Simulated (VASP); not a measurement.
Runs of VASP 6.6.1 on La. The structure is that of space group P6_3/mmc (No. 194), or close to it. The cells are those of the table. 

```csv
task,cell,k mesh,cutoff (eV),gap on the mesh (eV),pressure (GPa)
single point,"a = 3.717, b = 3.717, c = 6.142 Å, angles 90.0, 90.0, 120.0°, 2 atoms",11 × 11 × 6,520,none,-2.9
single point,"a = 3.430, b = 3.430, c = 5.668 Å, angles 90.0, 90.0, 120.0°, 2 atoms",11 × 11 × 6,520,none,(b)
relaxation of cell and atoms,"relaxed from a = 3.754, b = 3.754, c = 6.131 Å, angles 90.0, 90.0, 120.0°, 2 atoms",10 × 10 × 5,600,none,0.0
single point,"a = 3.579, b = 3.579, c = 5.914 Å, angles 90.0, 90.0, 120.0°, 2 atoms",10 × 10 × 5,520,none,-0.1
single point,"a = 3.481, b = 3.481, c = 5.752 Å, angles 90.0, 90.0, 120.0°, 2 atoms",11 × 11 × 6,520,none,2.3
single point,"a = 3.672, b = 3.672, c = 6.068 Å, angles 90.0, 90.0, 120.0°, 2 atoms",11 × 11 × 6,520,none,-2.1
single point,"a = 3.531, b = 3.531, c = 5.834 Å, angles 90.0, 90.0, 120.0°, 2 atoms",11 × 11 × 6,520,none,1.0
single point,"a = 3.579, b = 3.579, c = 5.914 Å, angles 90.0, 90.0, 120.0°, 2 atoms",11 × 11 × 6,520,none,-0.2
single point,"a = 3.626, b = 3.626, c = 5.992 Å, angles 90.0, 90.0, 120.0°, 2 atoms",11 × 11 × 6,520,none,(a)
single point,"a = 3.579, b = 3.579, c = 5.914 Å, angles 90.0, 90.0, 120.0°, 2 atoms",17 × 17 × 9,520,none,-0.1
```

Alike in all rows: level LDA; potentials or basis VASP PAW LDA potentials, release 64 (La); no spin polarisation; smearing fermi-dirac 0.1 eV.

**Question.** Fill in the values left out.

**Answer.** (a) -1.2; (b) 3.9.

Caveats: spin-orbit coupling is left out, which moves the levels of the heavy elements.

A k mesh can miss the band edges, and the runs leave out spin-orbit coupling on La.

A gap of «none» marks levels without a gap at the run's occupations.
